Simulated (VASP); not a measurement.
# Ir (Pmma) in VASP: a series of runs

Runs on Ir. Level: PBEsol. Tasks: single point.

Program: VASP 6.6.1. These are calculated values, not measurements. Logs are shortened: lines on timing, memory, paths and dates and some standing lists are left out, and cuts for length are marked.

**1. The cell of the first run**

It takes space group Pmma (No. 51, orthorhombic). The conventional cell has a = 12.031 Å, b = 2.196 Å, c = 7.071 Å, α = 90.00°, β = 90.00°, γ = 90.00°. Within 2.9 Å of Ir (site symmetry mm2) lie 2 Ir at 2.20 Å.

**2. Single point, PBEsol**

File INCAR:

```
SYSTEM = Ir
ALGO = Normal ; EDIFF = 1E-6
ENCUT = 520 ; GGA = PS
ISIF = 2 ; ISMEAR = -1
LASPH = .TRUE. ; LCHARG = .TRUE.
LELF = .TRUE. ; LREAL = .FALSE.
LVHAR = .TRUE. ; LWAVE = .FALSE.
NBANDS = 16 ; NELM = 80
PREC = Accurate ; SIGMA = 0.05
```

File KPOINTS:

```
k-points
0
G
  3 13 4
  0 0 0
```

File POSCAR:

```
Ir
1.0
   12.0309883940      0.0000000000      0.0000000000
    0.0000000000      2.1955679398      0.0000000000
    0.0000000000      0.0000000000      7.0710611889
Ir
2
Direct
    0.2500000000      0.0000000000      0.1639900000
    0.7500000000      0.0000000000      0.8360100000
```

Potentials or basis: VASP PAW PBE potentials, release 64 (Ir).

On the command line:

```bash
$ cat potpaw_PBE.64/Ir/POTCAR > POTCAR
$ mpirun -np 1 vasp_std > vasp.out
```

OUTCAR:

```text
SYSTEM = Ir
   EDIFF = 1E-6
   ENCUT = 520
   GGA = PS
   ISIF = 2
   ISMEAR = -1
   LASPH = .TRUE.
   LREAL = .FALSE.
   NELM = 80
   PREC = Accurate

 ion  position               nearest neighbor table
   1  0.250  0.000  0.164-
   2  0.750  0.000  0.836-

  LATTYP: Found a simple orthorhombic cell.
 ALAT       =     2.1955679398
 B/A-ratio  =     3.2206068693
 C/A-ratio  =     5.4796702830

  Lattice vectors:

 A1 = (   0.0000000000,   2.1955679398,   0.0000000000)
 A2 = (   0.0000000000,   0.0000000000,   7.0710611889)
 A3 = (  12.0309883940,   0.0000000000,   0.0000000000)

Analysis of symmetry for initial positions (statically):
=====================================================================
 Subroutine PRICEL returns:
 Original cell was already a primitive cell.

 Routine SETGRP: Setting up the symmetry group for a
 simple orthorhombic supercell.

 Subroutine GETGRP returns: Found  8 space group operations
 (whereof  4 operations were pure point group operations)
 out of a pool of  8 trial point group operations.

The static configuration has the point symmetry C_2h.
 The point group associated with its full space group is D_2h.

Analysis of symmetry for dynamics (positions and initial velocities):
=====================================================================
 Subroutine PRICEL returns:
 Original cell was already a primitive cell.

 Routine SETGRP: Setting up the symmetry group for a
 simple orthorhombic supercell.

 Subroutine GETGRP returns: Found  8 space group operations
 (whereof  4 operations were pure point group operations)
 out of a pool of  8 trial point group operations.

The dynamic configuration has the point symmetry C_2h.
 The point group associated with its full space group is D_2h.

 Subroutine INISYM returns: Found  8 space group operations
 (whereof  4 operations are pure point group operations),
 and found     1 'primitive' translations

----------------------------------------------------------------------------------------

                                     Primitive cell

  volume of cell :     186.7810

  direct lattice vectors                    reciprocal lattice vectors
    12.030988394  0.000000000  0.000000000     0.083118690  0.000000000  0.000000000
     0.000000000  2.195567940  0.000000000     0.000000000  0.455463018  0.000000000
     0.000000000  0.000000000  7.071061189     0.000000000  0.000000000  0.141421489

  length of vectors
    12.030988394  2.195567940  7.071061189     0.083118690  0.455463018  0.141421489

  position of ions in fractional coordinates (direct lattice)
     0.250000000  0.000000000  0.163990000
     0.750000000  0.000000000  0.836010000

  ion indices of the primitive-cell ions
   primitive index   ion index
                 1           1
                 2           2

----------------------------------------------------------------------------------------

 KPOINTS: k-points

Automatic generation of k-mesh.
 Grid dimensions read from file:
 generate k-points for:    3   13    4

 Generating k-lattice:

  Cartesian coordinates                     Fractional coordinates (reciprocal lattice)
     0.027706230  0.000000000  0.000000000     0.333333333  0.000000000  0.000000000
     0.000000000  0.035035617  0.000000000     0.000000000  0.076923077  0.000000000
     0.000000000  0.000000000  0.035355372     0.000000000  0.000000000  0.250000000

  Length of vectors
     0.027706230  0.035035617  0.035355372

  Shift w.r.t. Gamma in fractional coordinates (k-lattice)
     0.000000000  0.000000000  0.000000000

 Subroutine IBZKPT returns following result:
 ===========================================

 Found     42 irreducible k-points:

 Following reciprocal coordinates:
            Coordinates               Weight
  0.000000  0.000000  0.000000      1.000000
  0.333333  0.000000  0.000000      2.000000
  0.000000  0.076923  0.000000      2.000000
  0.333333  0.076923  0.000000      4.000000
  0.000000  0.153846  0.000000      2.000000
  0.333333  0.153846  0.000000      4.000000
[... 16 lines left out ...]
  0.000000  0.307692  0.250000      4.000000
  0.333333  0.307692  0.250000      8.000000
 [... further k-points ...]
   k-points           NKPTS =     42   k-points in BZ     NKDIM =     42   number of bands    NBANDS=     16
   number of dos      NEDOS =    301   number of ions     NIONS =      2
   total plane-waves  NPLWV =  77760
   dimension x,y,z NGX =    90 NGY =   16 NGZ =   54
   dimension x,y,z NGXF=   180 NGYF=   32 NGZF=  108
   ions per type =               2
   NGX,Y,Z   is equivalent  to a cutoff of  12.44, 12.12, 12.70 a.u.
   NGXF,Y,Z  is equivalent  to a cutoff of  24.87, 24.23, 25.39 a.u.
 SYSTEM =  Ir
   PREC   = accura    normal or accurate (medium, high low for compatibility)
   ISTART =      0    job   : 0-new  1-cont  2-samecut
   ICHARG =      2    charge: 1-file 2-atom 10-const
   ISPIN  =      1    spin polarized calculation?
   LNONCOLLINEAR =      F non collinear calculations
   LSORBIT =      F    spin-orbit coupling
   LASPH  =      T    aspherical Exc in radial PAW
   ENCUT  =  520.0 eV  38.22 Ry    6.18 a.u.  22.37  4.08 13.15*2*pi/ulx,y,z
   NELM   =     80;   NELMIN=  2; NELMDL= -5     # of ELM steps
   EDIFF  = 0.1E-05   stopping-criterion for ELM
   LREAL  =      F    real-space projection
   EDIFFG = 0.1E-04   stopping-criterion for IOM
   NSW    =      0    number of steps for IOM
   IBRION =     -1    ionic relax: 0-MD 1-quasi-New 2-CG
   NFREE  =      0    steps in history (QN), initial steepest desc. (CG)
   ISIF   =      2    stress and relaxation
   ISYM   =      2    0-nonsym 1-usesym 2-fastsym
   POTIM  = 0.5000    time-step for ionic-motion
   TEBEG  =    0.0;   TEEND  =   0.0 temperature during run
   PSTRESS=    0.0 pullay stress
   NELECT =      18.0000    total number of electrons
   NUPDOWN=      -1.0000    fix difference up-down
   EMIN   =  10.00;   EMAX   =-10.00  energy-range for DOS
   EFERMI =   0.00;   METHOD = LEGACY
   ISMEAR =    -1;   SIGMA  =   0.05  broadening in eV -4-tet -1-fermi 0-gaus
   EFERMI_NEDOS =   21; number of points for ismear=-14 and -15
   IALGO  =     38    algorithm
   IMIX   =      4    mixing-type and parameters
     AMIX     =   0.40;   BMIX     =  1.00
     AMIX_MAG =   1.60;   BMIX_MAG =  1.00
  volume/ion in A,a.u.               =      93.39       630.23
  Fermi-wavevector in a.u.,A,eV,Ry     =   0.750565  1.418361  7.664804  0.563347
  Thomas-Fermi vector in A             =   1.847345
   LORBIT       =      0    0 simple, 1 ext, 2 COOP (PROOUT), +10 PAW based schemes
   GGA     = PS    functional components
   LHFCALC =     F    Hartree Fock is set to
   AEXX    =    0.0000 exact exchange contribution
   IVDW    =     0    specifies the selected vdW correction
   LEPSILON=     F    determine dielectric tensor
   LRPA    =     F    only Hartree local field effects (RPA)
 non-spin polarized calculation
  energy-cutoff  :      520.00
  volume of cell :      186.78
 maximum number of plane-waves:      5076
 NGX is ok and might be reduce to    90
   NGX = 45   NGY =  9   NGZ = 27

 number of electron      18.0000000 magnetization

 Free energy of the ion-electron system (eV)
  ---------------------------------------------------
  ext. energy  EPLUGINS =         0.00000000
  ---------------------------------------------------
  free energy    TOTEN  =       -10.77958520 eV

  energy without entropy =      -10.74222260  energy(sigma->0) =      -10.76090390

 E-fermi :  -3.3552     XC(G=0):  -4.2734

 val. band max:       -3.5170576692   @ k =   0.3333   0.3846   0.5000
 cond. band min:      -3.2741776451   @ k =   0.3333   0.4615   0.0000
 fundamental gap:      0.2428800241
 Fermi energy:        -3.3551778040

 k-point     1 :       0.0000    0.0000    0.0000
  band No.  band energies     occupation
      1     -11.3438      2.00000
      2     -11.3434      2.00000
      3      -5.8254      2.00000
      4      -5.7587      2.00000
      5      -5.1432      2.00000
      6      -5.1388      2.00000
[... 8 lines left out ...]
     15      -0.2819      0.00000
     16      -0.1650      0.00000

 k-point     2 :       0.3333    0.0000    0.0000
  band No.  band energies     occupation
      1     -11.3437      2.00000
      2     -11.3435      2.00000
      3      -5.8091      2.00000
      4      -5.7758      2.00000
      5      -5.1443      2.00000
      6      -5.1433      2.00000
[... 8 lines left out ...]
     15      -0.2937      0.00000
     16      -0.2921      0.00000

 k-point     3 :       0.0000    0.0769    0.0000
  band No.  band energies     occupation
      1     -10.7493      2.00000
      2     -10.7489      2.00000
      3      -5.6740      2.00000
      4      -5.6083      2.00000
      5      -5.0503      2.00000
      6      -5.0461      2.00000
[... 8 lines left out ...]
     15       0.6964      0.00000
     16       0.8128      0.00000

 k-point     4 :       0.3333    0.0769    0.0000
  band No.  band energies     occupation
      1     -10.7492      2.00000
      2     -10.7490      2.00000
      3      -5.6579      2.00000
      4      -5.6251      2.00000
      5      -5.0514      2.00000
      6      -5.0504      2.00000
[... 8 lines left out ...]
     15       0.6666      0.00000
     16       0.6830      0.00000
[... 324 lines left out ...]
 k-point    22 :       0.3333    0.2308    0.2500
  band No.  band energies     occupation
      1      -6.4671      2.00000
      2      -6.4670      2.00000
      3      -5.3882      2.00000
      4      -5.3859      2.00000
      5      -5.3839      2.00000
      6      -5.3816      2.00000
[... 8 lines left out ...]
     15       2.4060      0.00000
     16       2.7684      0.00000

 k-point    23 :       0.0000    0.3077    0.2500
  band No.  band energies     occupation
      1      -6.8146      2.00000
      2      -6.8130      2.00000
      3      -6.8127      2.00000
      4      -6.8111      2.00000
      5      -4.0248      2.00000
      6      -4.0112      2.00000
[... 8 lines left out ...]
     15       3.6717      0.00000
     16       4.2278      0.00000

 k-point    24 :       0.3333    0.3077    0.2500
  band No.  band energies     occupation
      1      -6.8141      2.00000
      2      -6.8132      2.00000
      3      -6.8125      2.00000
      4      -6.8116      2.00000
      5      -4.0214      2.00000
      6      -4.0145      2.00000
[... 8 lines left out ...]
     15       3.7142      0.00000
     16       4.0974      0.00000

 [... further k-points ...]

------------------------ aborting loop because EDIFF is reached ----------------------------------------

  FORCE on cell =-STRESS in cart. coord.  units (eV):
  Direction    XX          YY          ZZ          XY          YZ          ZX
  --------------------------------------------------------------------------------------
  -------------------------------------------------------------------------------------
  Total       -0.0323917      5.3452570     -0.0252853      0.0000000      0.0000000      0.0000000
  in kB       -0.2778505     45.8507441     -0.2168929      0.0000000      0.0000000      0.0000000
  external PRESSURE =      15.1186669 kB  Pullay stress =       0.0000000 kB

 VOLUME and BASIS-vectors are now :
 -----------------------------------------------------------------------------
  energy-cutoff  :      520.00
  volume of cell :      186.78
      direct lattice vectors                 reciprocal lattice vectors
    12.030988394  0.000000000  0.000000000     0.083118690  0.000000000  0.000000000
     0.000000000  2.195567940  0.000000000     0.000000000  0.455463018  0.000000000
     0.000000000  0.000000000  7.071061189     0.000000000  0.000000000  0.141421489

 POSITION                                       TOTAL-FORCE (eV/Angst)
 -----------------------------------------------------------------------------------
      3.00775      0.00000      1.15958         0.000000      0.000000     -0.000980
      9.02324      0.00000      5.91148         0.000000      0.000000      0.000980
 -----------------------------------------------------------------------------------
    total drift:                                0.000000     -0.000000      0.000000

  FREE ENERGIE OF THE ION-ELECTRON SYSTEM (eV)
  ---------------------------------------------------
  free  energy   TOTEN  =       -10.7795851987 eV

  energy  without entropy=      -10.7422225987  energy(sigma->0) =      -10.76090390
```

Run time: 63 s. Hardware: 1 thread of AMD EPYC 7R13 (Zen 3), shared host; peak memory 0.28 GiB.

What came out:

```
Free energy            : -10.7796 eV
Pressure               : 1.5 GPa
Band gap on the k mesh : zero (bands 9 and 10 overlap by 3.62 eV)
```

Levels at points of the mesh, in eV from the Fermi level:
```csv
k point,band 4,band 5,band 6,band 7,band 8,band 9,band 10,band 11,band 12,band 13
"(0.00, 0.00, 0.00)",-2.40,-1.79,-1.78,-1.78,-1.78,2.45,2.67,2.67,2.67,2.67
"(0.00, 0.00, 0.50)",-2.39,-1.78,-1.78,-1.78,-1.77,2.56,2.62,2.65,2.67,2.67
```

Caveat: the PAW data sets were made with another functional, which shifts forces and pressure a little; spin-orbit coupling is left out, which moves the levels of the heavy elements.

(Continued in part 2 of 3.)
